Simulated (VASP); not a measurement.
# CoSi2 in VASP: further runs, part 2 of 2

VASP 6.6.1.

## Step 4: Single point, PBE

INCAR

```
  PREC = Accurate
  ENCUT = 400
  EDIFF = 1E-6
  ISMEAR = -1
  SIGMA = 0.05
  LREAL = Auto
  LASPH = True
  NELM = 120
  ALGO = Normal
  ISIF = 2
  LWAVE = False
  LCHARG = False
  GGA = PE
  ISYM = -1
  NBANDS = 86
  GGA_COMPAT = False
```

KPOINTS

```
explicit points
1
Reciprocal
  0.25000000   0.25000000   0.25000000 1
```

POSCAR

```
CoSi2
1.0
    7.4169260000     -0.1672480000     -0.1219080000
   -0.1672480000      7.1745680000      0.0683210000
   -0.1219080000      0.0683210000      6.7525770000
Si Co
16 8
Direct
    0.5672856599      0.6469282551      0.7392402745
    0.0365731107      0.5809162933      0.4042143870
    0.1134066250     -0.0022358360      0.7067254367
    0.7057949377      0.6828962163      0.0686238597
    0.4165874734      0.3324839047      0.8082586415
    0.7119413524      0.1087910783      0.3428342440
    0.7982009892      0.8717817523      0.6143068172
    0.6848744105      0.3947964787      0.5344431880
    0.3696819938      0.5446489522      0.3953927858
    0.1392879903      0.1158176800      0.3314913019
    0.0661158019      0.6887833769      0.9869521926
    0.8935151130      0.3819926009      0.1724905209
    0.6722021532      0.1473605267      0.9797623932
    0.4698799967      0.8856109590      0.4158669060
    0.3525265170      0.8687335298     -0.0165604836
    0.0911935328      0.3210844561      0.8800320841
    0.2504398129      0.7320229003      0.6803835158
    0.9594659991      0.0838867458      0.0656841610
    0.8333127708      0.1644602216      0.6878097660
    0.1708045210      0.3394757829      0.5695265841
    0.2078816113      0.7942691311      0.2641631736
    0.4953229475      0.0138135789      0.7294874346
    0.5969618015      0.3935106668      0.1963910041
    0.8987078257      0.5760248106      0.7049942685
```

Potentials or basis: VASP PAW PBE potentials, release 64 (Si, Co).

Run with:

```bash
$ cat potpaw_PBE.64/Si/POTCAR potpaw_PBE.64/Co/POTCAR > POTCAR
$ mpirun -np 1 vasp_std > vasp.out
```

OUTCAR:

```text
PREC = Accurate
   ENCUT = 400
   EDIFF = 1E-6
   ISMEAR = -1
   LREAL = Auto
   LASPH = True
   NELM = 120
   ISIF = 2
   GGA = PE
   ISYM = -1

 ion  position               nearest neighbor table
   1  0.567  0.647  0.739-   4 2.43   7 2.46  17 2.47   8 2.51   5 2.51  24 2.55  22 2.71   9 2.80
                            14 2.84  15 2.88
   2  0.037  0.581  0.404-  21 2.17  20 2.29  24 2.30  12 2.33   9 2.50  17 2.63  11 2.92   8 3.03

   3  0.113  0.998  0.707-  17 2.22  19 2.44   7 2.53  20 2.63  16 2.63  10 2.67  15 2.71  18 2.81
                            22 2.83  11 2.90
   4  0.706  0.683  0.069-  23 2.35   1 2.43  12 2.69  11 2.75  24 3.01  15 3.03
   5  0.417  0.332  0.808-  20 2.39  22 2.46  16 2.48   1 2.51  13 2.59   8 2.78  23 2.93
   6  0.712  0.109  0.343-  14 2.41  23 2.43   8 2.47  13 2.47  19 2.50   7 2.56  12 2.60  18 2.68

   7  0.798  0.872  0.614-  19 2.17  24 2.34   1 2.46   3 2.53   6 2.56  22 2.66  14 2.74
   8  0.685  0.395  0.534-  19 2.24  24 2.30  23 2.35   6 2.47   1 2.51   9 2.75   5 2.78  12 2.94
                             2 3.03
   9  0.370  0.545  0.395-  21 2.34  20 2.36  23 2.49   2 2.50  14 2.53  17 2.57   8 2.75   1 2.80

  10  0.139  0.116  0.331-  18 2.21  20 2.29  21 2.44   3 2.67  12 2.87  14 3.05
  11  0.066  0.689  0.987-  21 2.24  24 2.37  15 2.44  17 2.53   4 2.75  16 2.77  12 2.79   3 2.90
                             2 2.92  18 3.04
  12  0.894  0.382  0.172-  23 2.22   2 2.33  18 2.35  16 2.56   6 2.60  13 2.63   4 2.69  11 2.79
                            10 2.87   8 2.94
  13  0.672  0.147  0.980-  18 2.25  22 2.30  19 2.34  23 2.41   6 2.47   5 2.59  12 2.63  15 3.03
[... 17 lines left out ...]
  22  0.495  0.014  0.729-  15 2.26  13 2.30  14 2.32   5 2.46   7 2.66  17 2.67  19 2.71   1 2.71
                             3 2.83
  23  0.597  0.394  0.196-  12 2.22   4 2.35   8 2.35  13 2.41   6 2.43   9 2.49   5 2.93
  24  0.899  0.576  0.705-   8 2.30   2 2.30   7 2.34  11 2.37   1 2.55  16 2.61  17 2.80  20 2.88
                            19 2.98   4 3.01

IMPORTANT INFORMATION: All symmetrisations will be switched off!
NOSYMM: (Re-)initialisation of all symmetry stuff for point group C_1.

----------------------------------------------------------------------------------------

                                     Primitive cell

  volume of cell :     358.9992
[... 121 lines left out ...]
   LRPA    =     F    only Hartree local field effects (RPA)
 non-spin polarized calculation
  energy-cutoff  :      400.00
  volume of cell :      359.00
 maximum number of plane-waves:      6521
 NGX is ok and might be reduce to    48
   NGX = 25   NGY = 23   NGZ = 23

 number of electron     135.9999991 magnetization

 Free energy of the ion-electron system (eV)
  ---------------------------------------------------
  ext. energy  EPLUGINS =         0.00000000
  ---------------------------------------------------
  free energy    TOTEN  =      -141.96951992 eV

  energy without entropy =     -141.83155374  energy(sigma->0) =     -141.90053683

 E-fermi :   8.3342     XC(G=0): -11.0288

 val. band max:        8.2857545600   @ k =   0.2500   0.2500   0.2500
 cond. band min:       8.3767095295   @ k =   0.2500   0.2500   0.2500
 fundamental gap:      0.0909549694
 Fermi energy:         8.3342134976

 k-point     1 :       0.2500    0.2500    0.2500
  band No.  band energies     occupation
      1      -3.8696      2.00000
      2      -3.0372      2.00000
      3      -2.5842      2.00000
      4      -2.2498      2.00000
      5      -1.3468      2.00000
      6      -1.1824      2.00000
[... 72 lines left out ...]
     79      10.0225      0.00000
     80      10.2767      0.00000
 [bands above 80 left out]

------------------------ aborting loop because EDIFF is reached ----------------------------------------

  FORCE on cell =-STRESS in cart. coord.  units (eV):
  Direction    XX          YY          ZZ          XY          YZ          ZX
  --------------------------------------------------------------------------------------
  -------------------------------------------------------------------------------------
  Total      -15.8782751    -11.3892626    -18.5234504     10.5286352      0.8800025      3.8608498
  in kB      -70.8631536    -50.8291399    -82.6683060     46.9882457      3.9273633     17.2305863
  external PRESSURE =     -68.1201998 kB  Pullay stress =       0.0000000 kB

 VOLUME and BASIS-vectors are now :
 -----------------------------------------------------------------------------
  energy-cutoff  :      400.00
  volume of cell :      359.00
      direct lattice vectors                 reciprocal lattice vectors
     7.416926000 -0.167248000 -0.121908000     0.134936682  0.003122643  0.002404492
    -0.167248000  7.174568000  0.068321000     0.003122643  0.139466907 -0.001354719
    -0.121908000  0.068321000  6.752577000     0.002404492 -0.001354719  0.148148726

 POSITION                                       TOTAL-FORCE (eV/Angst)
 -----------------------------------------------------------------------------------
      4.00920      4.59706      4.96682        -0.383235     -0.017872      0.381950
      0.12483      4.18932      2.76472        -0.458448      0.029741      0.721666
      0.58810      7.18784      4.82656        -0.015037      1.380647      0.117576
      5.11225      4.78613      0.42400        -0.032682     -0.119258     -0.306692
      2.93566      2.37098      5.42976         0.052597      0.034789      0.120386
      5.22043      0.68488      2.23566        -0.059684     -0.771904     -0.037791
[... 16 lines left out ...]
      4.33787      2.73685      1.28026        -0.378015     -0.508758     -0.062274
      6.48337      4.03059      4.69032         0.065245      0.204076     -0.224790
 -----------------------------------------------------------------------------------
    total drift:                               -0.003259      0.003697      0.002691

  FREE ENERGIE OF THE ION-ELECTRON SYSTEM (eV)
  ---------------------------------------------------
  free  energy   TOTEN  =      -141.9695199214 eV

  energy  without entropy=     -141.8315537433  energy(sigma->0) =     -141.90053683
```

It took 64 s on 1 thread of Intel Xeon 6975P-C (Granite Rapids), shared host; peak memory 0.31 GiB.

What came out:

```yaml
Free_energy: -141.9695 eV
Pressure: -6.8 GPa
Largest_force: 1.819 eV/Å
```

Forces on the atoms (eV/Å):
```
Si  -0.383 -0.018  0.382
Si  -0.458  0.030  0.722
Si  -0.015  1.381  0.118
Si  -0.033 -0.119 -0.307
Si   0.053  0.035  0.120
Si  -0.060 -0.772 -0.038
Si  -0.439 -0.848 -0.096
Si  -0.446  0.456 -0.221
Si   0.318 -0.820 -0.185
Si   0.161 -0.253  0.487
Si  -0.826 -0.230 -0.277
Si   0.480 -0.009 -0.736
Si  -0.639 -0.005 -0.176
Si   0.256  0.483  0.185
Si   0.762  0.202 -0.143
Si  -0.720  0.137  0.709
Co   0.525 -0.463 -0.292
Co   0.392 -0.238 -0.153
Co   0.779  0.006  0.100
Co   0.175 -0.523 -0.331
Co   0.564  1.715 -0.217
Co  -0.132  0.158  0.635
Co  -0.378 -0.509 -0.062
Co   0.065  0.204 -0.225
```

Caveat: the atoms stand as in a frame of molecular dynamics.

## Step 5: Single point, PBE

INCAR

```
PREC = Accurate ; ENCUT = 400
EDIFF = 1E-6 ; ISMEAR = -1
SIGMA = 0.05 ; LREAL = Auto
LASPH = T ; NELM = 120
ALGO = Normal ; ISIF = 2
LWAVE = F ; LCHARG = F
GGA = PE ; NBANDS = 86
ISYM = -1 ; GGA_COMPAT = F
```

KPOINTS is that of step 4.

POSCAR

```
CoSi2
1.0
    7.4169260000     -0.1672480000     -0.1219080000
   -0.1672480000      7.1745680000      0.0683210000
   -0.1219080000      0.0683210000      6.7525770000
Si Co
16 8
Direct
    0.5212751206      0.6506863414      0.7306657985
    0.0455245994      0.6033419914      0.3960678841
    0.1258295371      0.0367602383      0.7012032785
    0.6946876112      0.6643441173      0.0536009175
    0.4034394984      0.3100264396      0.8267103338
    0.7054983381      0.0992199471      0.3460858107
    0.7762613814      0.8583064560      0.6037108673
    0.6807091676      0.3978737020      0.5184396659
    0.3730497003      0.5369639141      0.3824841733
    0.1543947177      0.1089031401      0.3316875290
    0.0155593769      0.7184143070      0.9801521743
    0.9102634347      0.3660797757      0.1922468205
    0.6814757067      0.1560707726      0.9732450928
    0.4417143105      0.9069647036      0.4424100270
    0.3901469002      0.8377417463      0.0002219411
    0.0294889760      0.3528152200      0.8528883497
    0.2427967728      0.7347194097      0.6686217875
    0.9521502446      0.0668956029      0.0775482246
    0.8323964715      0.1585989617      0.6685588553
    0.1722811984      0.3439892187      0.5800799856
    0.2093709120      0.8235386153      0.2448598524
    0.4930933091      0.0125412025      0.7552752366
    0.5912526072      0.3859566280      0.1831902813
    0.9008339502      0.5816733606      0.6674462741
```

Run with:

```bash
$ cat potpaw_PBE.64/Si/POTCAR potpaw_PBE.64/Co/POTCAR > POTCAR
$ mpirun -np 1 vasp_std > vasp.out
```

It took 62 s on 1 thread of Intel Xeon 6975P-C (Granite Rapids), shared host; peak memory 0.31 GiB.

Results (log left out):

```
Free energy   : -142.2676 eV
Pressure      : -5.9 GPa
Largest force : 1.777 eV/Å
```

Forces on the atoms (eV/Å):
```
Si   1.229 -0.888 -0.025
Si  -0.037 -0.394 -0.319
Si   0.159 -0.431  0.336
Si  -0.483 -0.272 -0.481
Si   0.016  0.200  0.114
Si  -0.334 -0.566 -0.444
Si  -0.201 -0.201  0.104
Si  -0.557  0.518  0.089
Si   0.062 -0.068  0.070
Si  -0.334  0.788  0.488
Si   0.427  0.745 -0.186
Si   0.110  0.065 -0.519
Si  -0.458  0.189 -0.011
Si   0.549  0.117 -0.423
Si   0.200 -0.001 -0.355
Si  -0.059 -0.267  1.756
Co  -0.409  0.631 -0.048
Co   0.676 -0.097 -0.249
Co   0.226  0.071  0.411
Co   0.138  0.003 -1.216
Co  -0.209 -0.312  0.141
Co  -0.440  0.272 -0.387
Co   0.240 -0.325  0.188
Co  -0.511  0.223  0.966
```

Stress tensor (GPa, compression positive):
```
-6.04  3.02  0.54
 3.02 -5.54  0.56
 0.54  0.56 -6.24
```

Levels at points of the mesh, in eV from the Fermi level:
```tsv
k point	band 66	band 67	band 68	band 69	band 70	band 71
(0.25, 0.25, 0.25)	-0.47	-0.32	-0.06	0.07	0.18	0.26
```

Caveat: the atoms stand as in a frame of molecular dynamics.

## Step 6: Overview

| cell | smearing | pressure (GPa) | largest force (eV/Å) |
| --- | --- | --- | --- |
| as given, atomic positions A | fermi-dirac 0.0853 eV | -8.7 | 1.67 |
| as given, atomic positions B | fermi-dirac 0.05 eV | -9.3 | 1.64 |
| as given, atomic positions C | fermi-dirac 0.05 eV | -6.8 | 1.82 |
| as given, atomic positions D | fermi-dirac 0.05 eV | -5.9 | 1.78 |

Alike in all rows: task single point; level PBE; potentials or basis VASP PAW PBE potentials, release 64 (Si, Co); no spin polarisation; k mesh 1 × 1 × 1, shifted; cutoff (eV) 400.

Caveats: the atoms stand as in a frame of molecular dynamics.

Absolute energies hang on the potentials; compare differences alone.
